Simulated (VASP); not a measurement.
# P (R-3m) in VASP: notebook

The runs below take P through relaxation of shape and atoms at fixed volume, with PBE+D3(BJ).

Everything below comes from runs of VASP 6.6.1. Logs are shortened: lines on timing, memory, paths and dates and some standing lists are left out, and cuts for length are marked.

## Step 1: The cell of the first run

Symmetry: R-3m, No. 166, trigonal system. Conventional cell: a = 3.363 Å, b = 3.363 Å, c = 8.250 Å, α = 90.00°, β = 90.00°, γ = 120.00°. Within 3.0 Å of P (site symmetry 3m) lie 6 P at 2.29 to 2.47 Å.

## Step 2: Relaxation of shape and atoms at fixed volume, PBE+D3(BJ) (13.47 Å³/atom)

INCAR reads:

```
SYSTEM = P
ALGO     = Normal         ! electronic algorithm
EDIFF    = 1E-6           ! SCF threshold, eV
EDIFFG   = -0.01          ! ionic threshold
ENCUT    = 600            ! plane-wave cutoff, eV
GGA      = PE             ! functional
IBRION   = 2              ! ionic algorithm
ISIF     = 4              ! what is computed and relaxed
ISMEAR   = 0              ! smearing method
IVDW     = 12             ! dispersion correction
LASPH    = .True.         ! aspherical terms in the spheres
LCHARG   = .False.        ! write CHGCAR
LREAL    = .False.        ! projectors in reciprocal space
LWAVE    = .False.        ! write WAVECAR
NELM     = 80             ! most SCF steps
NSW      = 50             ! ionic steps
PREC     = Accurate       ! precision mode
SIGMA    = 0.1            ! smearing width, eV
```

KPOINTS reads:

```
k-points
0
Gamma
  15 15 15
  0 0 0
```

POSCAR reads:

```
P
1.0
    1.6816778217      0.9709171431      2.7500729801
   -1.6816778217      0.9709171431      2.7500729801
    0.0000000000     -1.9418342861      2.7500729802
P
2
Direct
    0.2406754613      0.2406754613      0.2406754613
    0.7593245387      0.7593245387      0.7593245387
```

Potentials or basis: VASP PAW PBE potentials, release 64 (P).

Command:

```bash
cat potpaw_PBE.64/P/POTCAR > POTCAR
mpirun -np 1 vasp_std > vasp.out
```

OUTCAR:

```text
SYSTEM = P
   EDIFF = 1E-6
   EDIFFG = -0.01
   ENCUT = 600
   GGA = PE
   IBRION = 2
   ISIF = 4
   ISMEAR = 0
   IVDW = 12
   LASPH = .True.
   LREAL = .False.
   NELM = 80
   NSW = 50
   PREC = Accurate
 IVDW          = 12

 ion  position               nearest neighbor table
   1  0.241  0.241  0.241-   2 2.29   2 2.29   2 2.29   2 2.47   2 2.47   2 2.47
   2  0.759  0.759  0.759-   1 2.29   1 2.29   1 2.29   1 2.47   1 2.47   1 2.47

  LATTYP: Found a trigonal (rhomboedric) cell.
 ALAT       =     3.3665444881
 COS(alpha) =     0.5009467674

  Lattice vectors:

 A1 = (   1.6816778217,   0.9709171431,   2.7500729801)
 A2 = (  -1.6816778217,   0.9709171431,   2.7500729801)
 A3 = (   0.0000000000,  -1.9418342861,   2.7500729802)

Analysis of symmetry for initial positions (statically):
=====================================================================
 Subroutine PRICEL returns:
 Original cell was already a primitive cell.

 Routine SETGRP: Setting up the symmetry group for a
 trigonal (rhombohedral) supercell.

 Subroutine GETGRP returns: Found 12 space group operations
 (whereof 12 operations were pure point group operations)
 out of a pool of 12 trial point group operations.

The static configuration has the point symmetry D_3d.

Analysis of symmetry for dynamics (positions and initial velocities):
=====================================================================
 Subroutine PRICEL returns:
 Original cell was already a primitive cell.

 Routine SETGRP: Setting up the symmetry group for a
 trigonal (rhombohedral) supercell.

 Subroutine GETGRP returns: Found 12 space group operations
 (whereof 12 operations were pure point group operations)
 out of a pool of 12 trial point group operations.

The dynamic configuration has the point symmetry D_3d.

 Subroutine INISYM returns: Found 12 space group operations
 (whereof 12 operations are pure point group operations),
 and found     1 'primitive' translations

----------------------------------------------------------------------------------------

                                     Primitive cell

  volume of cell :      26.9414

  direct lattice vectors                    reciprocal lattice vectors
     1.681677822  0.970917143  2.750072980     0.297322111  0.171659001  0.121208905
    -1.681677822  0.970917143  2.750072980    -0.297322111  0.171659001  0.121208905
     0.000000000 -1.941834286  2.750072980     0.000000000 -0.343318002  0.121208905

  length of vectors
     3.366544488  3.366544488  3.366544488     0.364086321  0.364086321  0.364086321

  position of ions in fractional coordinates (direct lattice)
     0.240675461  0.240675461  0.240675461
     0.759324539  0.759324539  0.759324539

  ion indices of the primitive-cell ions
   primitive index   ion index
                 1           1
                 2           2

----------------------------------------------------------------------------------------

 KPOINTS: k-points

Automatic generation of k-mesh.
 Grid dimensions read from file:
 generate k-points for:   15   15   15

 Generating k-lattice:

  Cartesian coordinates                     Fractional coordinates (reciprocal lattice)
     0.019821474  0.011443933  0.008080594     0.066666667 -0.000000000  0.000000000
    -0.019821474  0.011443933  0.008080594    -0.000000000  0.066666667  0.000000000
     0.000000000 -0.022887867  0.008080594     0.000000000  0.000000000  0.066666667

  Length of vectors
     0.024272421  0.024272421  0.024272421

  Shift w.r.t. Gamma in fractional coordinates (k-lattice)
     0.000000000  0.000000000  0.000000000

 Subroutine IBZKPT returns following result:
 ===========================================

 Found    344 irreducible k-points:

 Following reciprocal coordinates:
            Coordinates               Weight
  0.000000  0.000000  0.000000      1.000000
  0.066667  0.000000  0.000000      6.000000
  0.133333  0.000000  0.000000      6.000000
  0.200000  0.000000  0.000000      6.000000
  0.266667  0.000000  0.000000      6.000000
  0.333333  0.000000  0.000000      6.000000
[... 16 lines left out ...]
  0.133333  0.133333 -0.000000      6.000000
  0.200000  0.133333 -0.000000     12.000000
 [... further k-points ...]
   k-points           NKPTS =    344   k-points in BZ     NKDIM =    344   number of bands    NBANDS=      9
   number of dos      NEDOS =    301   number of ions     NIONS =      2
   total plane-waves  NPLWV =  21952
   dimension x,y,z NGX =    28 NGY =   28 NGZ =   28
   dimension x,y,z NGXF=    56 NGYF=   56 NGZF=   56
   ions per type =               2
   NGX,Y,Z   is equivalent  to a cutoff of  13.83, 13.83, 13.83 a.u.
   NGXF,Y,Z  is equivalent  to a cutoff of  27.65, 27.65, 27.65 a.u.
 SYSTEM =  P
   PREC   = accura    normal or accurate (medium, high low for compatibility)
   ISTART =      0    job   : 0-new  1-cont  2-samecut
   ICHARG =      2    charge: 1-file 2-atom 10-const
   ISPIN  =      1    spin polarized calculation?
   LNONCOLLINEAR =      F non collinear calculations
   LSORBIT =      F    spin-orbit coupling
   LASPH  =      T    aspherical Exc in radial PAW
   ENCUT  =  600.0 eV  44.10 Ry    6.64 a.u.   6.72  6.72  6.72*2*pi/ulx,y,z
   NELM   =     80;   NELMIN=  2; NELMDL= -5     # of ELM steps
   EDIFF  = 0.1E-05   stopping-criterion for ELM
   LREAL  =      F    real-space projection
   EDIFFG = -.1E-01   stopping-criterion for IOM
   NSW    =     50    number of steps for IOM
   IBRION =      2    ionic relax: 0-MD 1-quasi-New 2-CG
   NFREE  =      1    steps in history (QN), initial steepest desc. (CG)
   ISIF   =      4    stress and relaxation
   ISYM   =      2    0-nonsym 1-usesym 2-fastsym
   POTIM  = 0.5000    time-step for ionic-motion
   TEBEG  =    0.0;   TEEND  =   0.0 temperature during run
   PSTRESS=    0.0 pullay stress
   NELECT =      10.0000    total number of electrons
   NUPDOWN=      -1.0000    fix difference up-down
   EMIN   =  10.00;   EMAX   =-10.00  energy-range for DOS
   EFERMI =   0.00;   METHOD = LEGACY
   ISMEAR =     0;   SIGMA  =   0.10  broadening in eV -4-tet -1-fermi 0-gaus
   EFERMI_NEDOS =   21; number of points for ismear=-14 and -15
   IALGO  =     38    algorithm
   IMIX   =      4    mixing-type and parameters
     AMIX     =   0.40;   BMIX     =  1.00
     AMIX_MAG =   1.60;   BMIX_MAG =  1.00
  volume/ion in A,a.u.               =      13.47        90.90
  Fermi-wavevector in a.u.,A,eV,Ry     =   1.176526  2.223311 18.833352  1.384212
  Thomas-Fermi vector in A             =   2.312888
   LORBIT       =      0    0 simple, 1 ext, 2 COOP (PROOUT), +10 PAW based schemes
   GGA     = PE    functional components
   LHFCALC =     F    Hartree Fock is set to
   AEXX    =    0.0000 exact exchange contribution
   IVDW    =    12    specifies the selected vdW correction
   LEPSILON=     F    determine dielectric tensor
   LRPA    =     F    only Hartree local field effects (RPA)
 conjugate gradient relaxation of ions
 non-spin polarized calculation
 Gauss-broadening in eV      SIGMA  =   0.10
  energy-cutoff  :      600.00
  volume of cell :       26.94
 maximum number of plane-waves:       918
   NGX = 13   NGY = 13   NGZ = 13

--------------------------------------- Ionic step        1  -------------------------------------------

 number of electron      10.0000000 magnetization

 Free energy of the ion-electron system (eV)
  ---------------------------------------------------
  ext. energy  EPLUGINS =         0.00000000
  ---------------------------------------------------
  free energy    TOTEN  =       -10.48010527 eV

  energy without entropy =      -10.47800947  energy(sigma->0) =      -10.47905737

------------------------ aborting loop because EDIFF is reached ----------------------------------------

 Edisp (eV)   -1.04944

 E8    (eV) :    -0.3963

  FORCE on cell =-STRESS in cart. coord.  units (eV):
  Direction    XX          YY          ZZ          XY          YZ          ZX
  --------------------------------------------------------------------------------------
  -------------------------------------------------------------------------------------
  Total       1.12216     1.12216     1.07001    -0.00000    -0.00000     0.00000
  in kB      66.73349    66.73349    63.63243    -0.00000    -0.00000     0.00000
  external pressure =       65.70 kB  Pullay stress =        0.00 kB
[... 141 lines left out ...]
  energy  without entropy=      -11.5289843266  energy(sigma->0) =      -11.53001373

--------------------------------------- Ionic step        5  -------------------------------------------

 number of electron      10.0000000 magnetization

 Free energy of the ion-electron system (eV)
  ---------------------------------------------------
  ext. energy  EPLUGINS =         0.00000000
  ---------------------------------------------------
  free energy    TOTEN  =       -10.48172319 eV

  energy without entropy =      -10.47971489  energy(sigma->0) =      -10.48071904

 E-fermi :  10.9485     XC(G=0): -11.6175

 val. band max:       10.9443547302   @ k =  -0.4667   0.2000   0.1333
 cond. band min:      10.9532890194   @ k =   0.4667   0.0667   0.0000
 fundamental gap:      0.0089342891
 Fermi energy:        10.9484745621

 k-point     1 :       0.0000    0.0000    0.0000
  band No.  band energies     occupation
      1      -6.5525      2.00000
      2       8.4464      2.00000
      3       8.4464      2.00000
      4       8.5923      2.00000
      5      10.0748      2.00000
      6      14.6332      0.00000
      7      14.9865      0.00000
      8      14.9865      0.00000
      9      16.4537      0.00000
[... 265 lines left out ...]
 k-point    24 :       0.2000    0.1333   -0.0000
  band No.  band energies     occupation
      1      -5.8291      2.00000
      2       5.4158      2.00000
      3       7.2864      2.00000
      4       7.6029      2.00000
      5      10.4917      2.00000
      6      13.4951      0.00000
      7      13.8408      0.00000
      8      15.8474      0.00000
      9      16.4336      0.00000

 [... further k-points ...]

------------------------ aborting loop because EDIFF is reached ----------------------------------------

 Edisp (eV)   -1.04936

 E8    (eV) :    -0.3962

  FORCE on cell =-STRESS in cart. coord.  units (eV):
  Direction    XX          YY          ZZ          XY          YZ          ZX
  --------------------------------------------------------------------------------------
  -------------------------------------------------------------------------------------
  Total       0.99539     0.99539     1.00587     0.00000    -0.00000     0.00000
  in kB      59.19480    59.19480    59.81773     0.00000    -0.00000     0.00000
  external pressure =       59.40 kB  Pullay stress =        0.00 kB
[... 17 lines left out ...]
  FREE ENERGIE OF THE ION-ELECTRON SYSTEM (eV)
  ---------------------------------------------------
  free  energy   TOTEN  =       -11.5310865759 eV

  energy  without entropy=      -11.5290782790  energy(sigma->0) =      -11.53008243

 reached required accuracy - stopping structural energy minimisation
```

Run time: 4.6 min. Hardware: 1 thread of Intel Xeon 8259CL, shared host; peak memory 0.23 GiB.

What came out:

```
Free energy                : -11.5311 eV
Energy gained by relaxing  : 0.8 meV/atom
Ionic steps                : 5
Pressure after relaxing    : 5.9 GPa
Band gap on the k mesh     : zero (bands 5 and 6 overlap by 2.20 eV)
Dispersion energy per atom : -0.525 eV
```

The path:
```
step  energy change (eV)  largest force (eV/Å)  pressure (GPa)  volume (Å³)
   1              0.0000                0.1157            6.57        26.94
   2             -0.0010                0.0647            6.28        26.94
   3             -0.0015                0.0022            5.94        26.94
   4             -0.0015                0.0046            5.96        26.94
   5             -0.0015                0.0016            5.94        26.94
```

Final structure:
```yaml
crystal:
  lattice:
    - [1.68235, 0.97131, 2.74786]
    - [-1.68235, 0.97131, 2.74786]
    - [0.00000, -1.94262, 2.74786]
  atoms:
    - { symbol: P, position: [0.24233, 0.24233, 0.24233] }
    - { symbol: P, position: [0.75767, 0.75767, 0.75767] }
```

## Step 3: Relaxation of shape and atoms at fixed volume, PBE+D3(BJ) (13.91 Å³/atom)

This run uses another cell than the first one, of 13.91 Å³/atom.

INCAR reads:

```
PREC     = Accurate       # precision mode
ENCUT    = 600            # plane-wave cutoff, eV
EDIFF    = 1E-6           # SCF threshold, eV
ISMEAR   = 0              # smearing method
SIGMA    = 0.1            # smearing width, eV
LREAL    = F              # projectors in reciprocal space
LASPH    = T              # aspherical terms in the spheres
NELM     = 80             # most SCF steps
ALGO     = Normal         # electronic algorithm
ISIF     = 4              # what is computed and relaxed
LWAVE    = F              # write WAVECAR
LCHARG   = F              # write CHGCAR
GGA      = PE             # functional
IVDW     = 12             # dispersion correction
IBRION   = 2              # ionic algorithm
NSW      = 50             # ionic steps
EDIFFG   = -0.01          # ionic threshold
```

KPOINTS reads:

```
regular mesh
0
Gamma
  15 15 15
```

POSCAR reads:

```
P
1.0
    1.6863880178      0.9736365761      2.8248881584
   -1.6863880178      0.9736365761      2.8248881584
    0.0000000000     -1.9472731521      2.8248881584
P
2
Direct
    0.2362784083      0.2362784083      0.2362784083
    0.7637215917      0.7637215917      0.7637215917
```

Potentials or basis: VASP PAW PBE potentials, release 64 (P).

Command:

```bash
cat potpaw_PBE.64/P/POTCAR > POTCAR
mpirun -np 1 vasp_std > vasp.out
```

Run time: 5.8 min. Hardware: 1 thread of Intel Xeon 8259CL, shared host; peak memory 0.23 GiB.

Results (log left out):

```
Free energy                  : -11.5532 eV
Energy gained by relaxing    : 4.6 meV/atom
Ionic steps                  : 6
Pressure after relaxing      : 2.2 GPa
Largest force after relaxing : 0.008 eV/Å
Band gap on the k mesh       : zero (bands 5 and 6 overlap by 1.85 eV)
Dispersion energy per atom   : -0.508 eV
```

Forces in eV/Å, atoms in the order of the input:
```
P    0.000  0.000 -0.008
P    0.000  0.000  0.008
```

Step by step:
| step | energy change (eV) | largest force (eV/Å) | pressure (GPa) | volume (Å³) |
| --- | --- | --- | --- | --- |
| 1 | 0.0000 | 0.1777 | 5.22 | 27.83 |
| 2 | -0.0033 | 0.1359 | 4.31 | 27.83 |
| 3 | -0.0092 | 0.0042 | 2.25 | 27.83 |
| 4 | -0.0092 | 0.0195 | 2.12 | 27.83 |
| 5 | -0.0092 | 0.0144 | 2.16 | 27.83 |
| 6 | -0.0093 | 0.0085 | 2.16 | 27.83 |

Final structure:
```
CELL_PARAMETERS angstrom
1.69945 0.98118 2.78162
-1.69945 0.98118 2.78162
0.00000 -1.96236 2.78162
ATOMIC_POSITIONS crystal
P 0.24043 0.24043 0.24043
P 0.75957 0.75957 0.75957
```

Levels at points of the mesh, in eV from the Fermi level:
```csv
k point,band 2,band 3,band 4,band 5,band 6,band 7,band 8,band 9
"(0.00, 0.00, 0.00)",-2.57,-2.57,-2.38,-1.34,3.42,3.93,3.93,5.39
```
